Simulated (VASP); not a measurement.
SrVO3, 5 atoms in the cell. The structure is cubic, space group Pm-3m (No. 221). Conventional cell: a = 3.841 Å, b = 3.841 Å, c = 3.841 Å, α = 90.00°, β = 90.00°, γ = 90.00°. Within 3.6 Å of Sr (site symmetry m-3m) lie 12 O at 2.72 Å and 8 V at 3.33 Å. Within 2.5 Å of V (site symmetry m-3m) lie 6 O at 1.92 Å. O (site symmetry 4/mmm) has 2 V at 1.92 Å within 2.5 Å. 

| Property | Result |
| --- | --- |
| Program | VASP 6.6.1 |
| Task | single point |
| Functional | PBE |
| Potentials or basis | VASP PAW PBE potentials, release 64 (Sr_sv, V_sv, O) |
| Cutoff | 520 eV |
| k mesh | 7 × 7 × 7 |
| Occupations | gaussian, width 0.015 eV |
| Spin | collinear spin, ferromagnetic start |
| Starting moments | [0.0, 2.0, 0.0, 0.0, 0.0] μB |
| Dipole correction | no |
| Further INCAR settings | ALGO = Normal; EDIFF = 1e-06; NBANDS = 32 |

Potentials or basis: VASP PAW PBE potentials, release 64 (Sr_sv, V_sv, O).

Run with:

```bash
$ cat potpaw_PBE.64/Sr_sv/POTCAR potpaw_PBE.64/V_sv/POTCAR potpaw_PBE.64/O/POTCAR > POTCAR
$ mpirun -np 1 vasp_std > vasp.out
```

Hardware: 1 thread of Oxide Virtual Turin-like Processor (shared host).

Question: Estimate the wall time of this run.

Answer: It took 3 min on 1 thread of Oxide Virtual Turin-like Processor (shared host), peak memory 0.19 GiB. Counts: scf iterations 17, k points 20.
